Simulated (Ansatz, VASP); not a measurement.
## One calculation of Tl, two programs

Contents of INCAR:

```
PREC     = Accurate       # precision mode
ENCUT    = 600            # plane-wave cutoff, eV
EDIFF    = 1E-7           # SCF threshold, eV
ISMEAR   = -1             # smearing method
SIGMA    = 0.1            # smearing width, eV
LREAL    = False          # projectors in reciprocal space
LASPH    = True           # aspherical terms in the spheres
NELM     = 80             # most SCF steps
ALGO     = Normal         # electronic algorithm
ISIF     = 3              # what is computed and relaxed
LWAVE    = False          # write WAVECAR
LCHARG   = False          # write CHGCAR
GGA      = CA             # functional
IBRION   = 2              # ionic algorithm
NSW      = 80             # ionic steps
EDIFFG   = -0.01          # ionic threshold
```

Contents of KPOINTS:

```
regular mesh
0
Gamma
  11 11 6
```

Contents of POSCAR:

```
Tl
1.0
    3.4380020186      0.0000000000      0.0000000000
   -1.7190010093      2.9773970864      0.0000000000
    0.0000000000      0.0000000000      5.4780000000
Tl
2
Direct
    0.3333333333      0.6666666667      0.2500000000
    0.6666666667      0.3333333333      0.7500000000
```

Input for Ansatz:

```yaml
crystal:
  lattice:
    - [3.4380020186, 0.0, 0.0]
    - [-1.7190010093, 2.9773970864, 0.0]
    - [0.0, 0.0, 5.478]
  atoms:
    - { symbol: Tl, position: [0.3333333333, 0.6666666667, 0.25] }
    - { symbol: Tl, position: [0.6666666667, 0.3333333333, 0.75] }
hamiltonian:
  xc: lda
  pseudopotentials:
    kind: paw
    azcp:
      Tl: "pseudopotentials/Tl.paw.azcp"
basis:
  ecutwfc: 420
  fft_grid_basis: typed
kpoints:
  mp_grid: { grid: [11, 11, 6], shift: [0, 0, 0] }
magnetization:
  spin_polarized: false
scf:
  occupations: { method: fermi_dirac, width: 0.1 }
relax:
  max_steps: 60
  f_tol: 0.01
  cell: {}
```

Alike in both runs: task relaxation of cell and atoms; functional LDA; k mesh 11 × 11 × 6; occupations fermi-dirac, width 0.1 eV; no spin polarisation.

```csv
,VASP,Ansatz
version,VASP 6.6.1,Ansatz 0.2.0
potentials or method,"VASP PAW LDA potentials, release 64 (Tl_d), cutoff 600 eV","plane waves (420 eV) with PAW, scalar-relativistic"
valence electrons in the cell,26,26
```

|  | VASP | Ansatz | Ansatz less VASP |
| --- | --- | --- | --- |
| relaxed volume (Å³/atom) | 27.35 | 27.27 | -0.086 |
| relaxed cell length with the largest relative difference (Å) | 5.452 | 5.443 | -0.0092 |

Ansatz warns that its potentials were made for another functional, while VASP's fit it. LDA's correlation is that of Perdew and Zunger in VASP and of Perdew and Wang (1992) in Ansatz.

Neither program's run includes spin-orbit coupling.
